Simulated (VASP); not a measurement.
# Ti (P6_3/mmc) in VASP: a series of runs, part 2 of 2

VASP 6.6.1. The steps go on from the part before.

**3. Single point, PBE**

Input file INCAR:

```
SYSTEM = Ti
PREC = Accurate ; ENCUT = 520
EDIFF = 1E-7 ; ISMEAR = -1
SIGMA = 0.28 ; LREAL = .FALSE.
LASPH = .TRUE. ; NELM = 80
ALGO = Normal ; ISIF = 2
LWAVE = .FALSE. ; LCHARG = .FALSE.
GGA = PE ; NBANDS = 19
```

Input file KPOINTS:

```
regular mesh
0
G
  13 13 7
  0 0 0
```

Input file POSCAR:

```
Ti
1.0
    2.9499978604      0.0000000000      0.0000000000
   -1.4749989302      2.5547730882      0.0000000000
    0.0000000000      0.0000000000      4.6860000000
Ti
2
Direct
    0.3333333333      0.6666666667      0.2500000000
    0.6666666667      0.3333333333      0.7500000000
```

Potentials or basis: VASP PAW PBE potentials, release 64 (Ti_sv).

Run with:

```sh
$ cat potpaw_PBE.64/Ti_sv/POTCAR > POTCAR
$ mpirun -np 1 vasp_std > vasp.out
```

OUTCAR:

```text
SYSTEM = Ti
   PREC = Accurate
   ENCUT = 520
   EDIFF = 1E-7
   ISMEAR = -1
   LREAL = .FALSE.
   LASPH = .TRUE.
   NELM = 80
   ISIF = 2
   GGA = PE

 ion  position               nearest neighbor table
   1  0.333  0.667  0.250-   2 2.90   2 2.90   2 2.90   2 2.90   2 2.90   2 2.90
   2  0.667  0.333  0.750-   1 2.90   1 2.90   1 2.90   1 2.90   1 2.90   1 2.90

  LATTYP: Found a hexagonal cell.
 ALAT       =     2.9499978604
 C/A-ratio  =     1.5884757284

  Lattice vectors:

 A1 = (   2.9499978604,   0.0000000000,   0.0000000000)
 A2 = (  -1.4749989302,   2.5547730882,   0.0000000000)
 A3 = (   0.0000000000,   0.0000000000,   4.6860000000)

Analysis of symmetry for initial positions (statically):
=====================================================================
 Subroutine PRICEL returns:
 Original cell was already a primitive cell.

 Routine SETGRP: Setting up the symmetry group for a
 hexagonal supercell.

 Subroutine GETGRP returns: Found 24 space group operations
[... 155 lines left out ...]
   NGX = 11   NGY = 11   NGZ = 17

 number of electron      24.0000001 magnetization

 Free energy of the ion-electron system (eV)
  ---------------------------------------------------
  ext. energy  EPLUGINS =         0.00000000
  ---------------------------------------------------
  free energy    TOTEN  =       -16.02306549 eV

  energy without entropy =      -15.23912095  energy(sigma->0) =      -15.63109322

 E-fermi :   8.1031     XC(G=0): -11.4138

 val. band max:        8.0575394671   @ k =   0.0769   0.0000   0.4286
 cond. band min:       8.1060992519   @ k =   0.1538   0.0769   0.2857
 fundamental gap:      0.0485597848
 Fermi energy:         8.1030772419

 k-point     1 :       0.0000    0.0000    0.0000
  band No.  band energies     occupation
      1     -48.6498      2.00000
      2     -48.5230      2.00000
      3     -25.1954      2.00000
      4     -24.6255      2.00000
      5     -24.6255      2.00000
      6     -24.5309      2.00000
[... 505 lines left out ...]
      6     -24.6513      2.00000
[... 11 lines left out ...]
     18       9.9703      0.00254
     19      11.4462      0.00001

 [... further k-points ...]
[... 5 lines left out ...]
  --------------------------------------------------------------------------------------
  -------------------------------------------------------------------------------------
  Total       -0.0329654     -0.0329654      0.1278291      0.0000000     -0.0000000      0.0000000
  in kB       -1.4955221     -1.4955221      5.7991471      0.0000000     -0.0000000      0.0000000
  external PRESSURE =       0.9360343 kB  Pullay stress =       0.0000000 kB

 VOLUME and BASIS-vectors are now :
 -----------------------------------------------------------------------------
  energy-cutoff  :      520.00
  volume of cell :       35.32
      direct lattice vectors                 reciprocal lattice vectors
     2.949997860  0.000000000  0.000000000     0.338983297  0.195712098  0.000000000
    -1.474998930  2.554773088  0.000000000     0.000000000  0.391424195  0.000000000
     0.000000000  0.000000000  4.686000000     0.000000000  0.000000000  0.213401622

 POSITION                                       TOTAL-FORCE (eV/Angst)
 -----------------------------------------------------------------------------------
     -0.00000      1.70318      1.17150        -0.000000      0.000000      0.000000
      1.47500      0.85159      3.51450         0.000000     -0.000000      0.000000
 -----------------------------------------------------------------------------------
    total drift:                               -0.000000      0.000000     -0.000000

  FREE ENERGIE OF THE ION-ELECTRON SYSTEM (eV)
  ---------------------------------------------------
  free  energy   TOTEN  =       -16.0230654914 eV

  energy  without entropy=      -15.2391209547  energy(sigma->0) =      -15.63109322
```

OSZICAR:

```text
N       E                     dE             d eps       ncg     rms          rms(c)
DAV:   1     0.266130186689E+03    0.26613E+03   -0.13127E+04  3208   0.157E+03
DAV:   2     0.126443876034E+02   -0.25349E+03   -0.24939E+03  3273   0.443E+02
DAV:   3    -0.166711514340E+02   -0.29316E+02   -0.28912E+02  5936   0.124E+02
DAV:   4    -0.179919841009E+02   -0.13208E+01   -0.13184E+01  3730   0.270E+01
DAV:   5    -0.180561261423E+02   -0.64142E-01   -0.64132E-01  4747   0.426E+00    0.115E+01
DAV:   6    -0.160122235560E+02    0.20439E+01   -0.75785E+00  3719   0.274E+01    0.280E+00
DAV:   7    -0.160049017182E+02    0.73218E-02   -0.61417E-01  4755   0.561E+00    0.201E+00
DAV:   8    -0.160301530752E+02   -0.25251E-01   -0.19011E-01  3493   0.499E+00    0.686E-01
DAV:   9    -0.160226713963E+02    0.74817E-02   -0.40966E-02  3653   0.208E+00    0.675E-02
DAV:  10    -0.160230466652E+02   -0.37527E-03   -0.29460E-03  4581   0.321E-01    0.727E-02
DAV:  11    -0.160230752610E+02   -0.28596E-04   -0.11566E-04  4077   0.712E-02    0.343E-02
DAV:  12    -0.160230643663E+02    0.10895E-04   -0.29909E-05  3890   0.488E-02    0.402E-03
DAV:  13    -0.160230646704E+02   -0.30408E-06   -0.12940E-06  3681   0.999E-03    0.234E-03
DAV:  14    -0.160230651786E+02   -0.50815E-06   -0.23561E-07  3140   0.428E-03    0.815E-04
DAV:  15    -0.160230655110E+02   -0.33239E-06   -0.20969E-08  1767   0.124E-03    0.378E-04
DAV:  16    -0.160230654914E+02    0.19507E-07   -0.10635E-08  1716   0.766E-04
   1 F= -.16023065E+02 E0= -.15631093E+02  d E =-.783945E+00
```

stdout:

```text
POSCAR found type information on POSCAR Ti
 POSCAR found :  1 types and       2 ions
 scaLAPACK will be used
 LDA part: xc-table for (Slater+PW92), standard interpolation
 POSCAR, INCAR and KPOINTS ok, starting setup
 FFT: planning ... GRIDC
 FFT: planning ... GRID_SOFT
 FFT: planning ... GRID
 WAVECAR not read
 entering main loop
```

Wall time 33 s (1 thread of AMD EPYC 9R45 (Zen 5), shared host); peak memory 0.15 GiB.

What came out:

```yaml
Free_energy: -16.0231 eV
Pressure: 0.1 GPa
Band_gap_on_the_k_mesh: zero (bands 12 and 13 overlap by 1.08 eV)
```

Stress tensor (GPa, compression positive):
```
-0.15  0.00  0.00
 0.00 -0.15  0.00
 0.00  0.00  0.58
```

Levels at points of the mesh, in eV from the Fermi level:
```csv
k point,band 9,band 10,band 11,band 12,band 13,band 14,band 15,band 16
"(0.00, 0.00, 0.00)",-6.11,-2.57,0.78,0.86,0.86,0.98,1.34,1.34
```

Caveat: so wide a smearing shifts energies and pressures.

**4. Single point, PBE**

Input file INCAR:

```
SYSTEM = Ti
PREC = Accurate
ENCUT = 520
EDIFF = 1E-7
ISMEAR = 0
SIGMA = 0.2
LREAL = .FALSE.
LASPH = .TRUE.
NELM = 100
ALGO = Normal
ISIF = 2
LWAVE = .FALSE.
LCHARG = .FALSE.
GGA = PE
NBANDS = 19
```

Input file KPOINTS:

```
Automatic mesh
0
G
  13 13 7
  0 0 0
```

POSCAR is that of step 3.

Potentials or basis: VASP PAW PBE potentials, release 64 (Ti_sv).

Run with:

```sh
$ cat potpaw_PBE.64/Ti_sv/POTCAR > POTCAR
$ mpirun -np 1 vasp_std > vasp.out
```

OUTCAR:

```text
SYSTEM = Ti
   PREC = Accurate
   ENCUT = 520
   EDIFF = 1E-7
   ISMEAR = 0
   LREAL = .FALSE.
   LASPH = .TRUE.
   NELM = 100
   ISIF = 2
   GGA = PE

 ion  position               nearest neighbor table
   1  0.333  0.667  0.250-   2 2.90   2 2.90   2 2.90   2 2.90   2 2.90   2 2.90
   2  0.667  0.333  0.750-   1 2.90   1 2.90   1 2.90   1 2.90   1 2.90   1 2.90

  LATTYP: Found a hexagonal cell.
 ALAT       =     2.9499978604
 C/A-ratio  =     1.5884757284

  Lattice vectors:

 A1 = (   2.9499978604,   0.0000000000,   0.0000000000)
 A2 = (  -1.4749989302,   2.5547730882,   0.0000000000)
[... 193 lines left out ...]
      6     -24.6198      2.00000
[... 505 lines left out ...]
      6     -24.7058      2.00000
[... 11 lines left out ...]
     18       9.9156      0.00000
     19      11.3822      0.00000

 [... further k-points ...]
[... 5 lines left out ...]
  --------------------------------------------------------------------------------------
  -------------------------------------------------------------------------------------
  Total       -0.3758030     -0.3758030     -0.4630575      0.0000000      0.0000000      0.0000000
  in kB      -17.0488271    -17.0488271    -21.0072477      0.0000000      0.0000000      0.0000000
  external PRESSURE =     -18.3683007 kB  Pullay stress =       0.0000000 kB

 VOLUME and BASIS-vectors are now :
 -----------------------------------------------------------------------------
  energy-cutoff  :      520.00
  volume of cell :       35.32
      direct lattice vectors                 reciprocal lattice vectors
     2.949997860  0.000000000  0.000000000     0.338983297  0.195712098  0.000000000
    -1.474998930  2.554773088  0.000000000     0.000000000  0.391424195  0.000000000
     0.000000000  0.000000000  4.686000000     0.000000000  0.000000000  0.213401622

 POSITION                                       TOTAL-FORCE (eV/Angst)
 -----------------------------------------------------------------------------------
     -0.00000      1.70318      1.17150         0.000000      0.000000      0.000000
      1.47500      0.85159      3.51450        -0.000000      0.000000      0.000000
 -----------------------------------------------------------------------------------
    total drift:                               -0.000000      0.000000     -0.000000

  FREE ENERGIE OF THE ION-ELECTRON SYSTEM (eV)
  ---------------------------------------------------
  free  energy   TOTEN  =       -15.6892872435 eV

  energy  without entropy=      -15.6446635559  energy(sigma->0) =      -15.66697540
```

It took 33 s on 1 thread of AMD EPYC 9R45 (Zen 5), shared host; peak memory 0.15 GiB.

What came out:

| Property | Result |
| --- | --- |
| Free energy | -15.6893 eV |
| Pressure | -1.8 GPa |
| Band gap on the k mesh | zero (bands 12 and 13 overlap by 1.09 eV) |

Stress tensor (GPa, compression positive):
```
-1.70  0.00  0.00
 0.00 -1.70  0.00
 0.00  0.00 -2.10
```

Levels at points of the mesh, in eV from the Fermi level:
```tsv
k point	band 10	band 11	band 12	band 13	band 14	band 15
(0.00, 0.00, 0.00)	-2.64	0.71	0.78	0.78	0.87	1.26
```

**5. Summary**

| smearing | gap on the mesh (eV) | pressure (GPa) |
| --- | --- | --- |
| methfessel-paxton 0.15 eV | none | -1.9 |
| fermi-dirac 0.28 eV | none | 0.1 |
| gaussian 0.2 eV | none | -1.8 |

Alike in all rows: task single point; level PBE; potentials or basis VASP PAW PBE potentials, release 64 (Ti_sv); no spin polarisation; cell as given; k mesh 13 × 13 × 7; cutoff (eV) 520.

Caveats: so wide a smearing shifts energies and pressures (at least some runs).

Total energies depend on the potentials used, so only differences within one code and one set of settings carry meaning.

The gap in the log of VASP goes by the Fermi energy; the results here count the filled bands.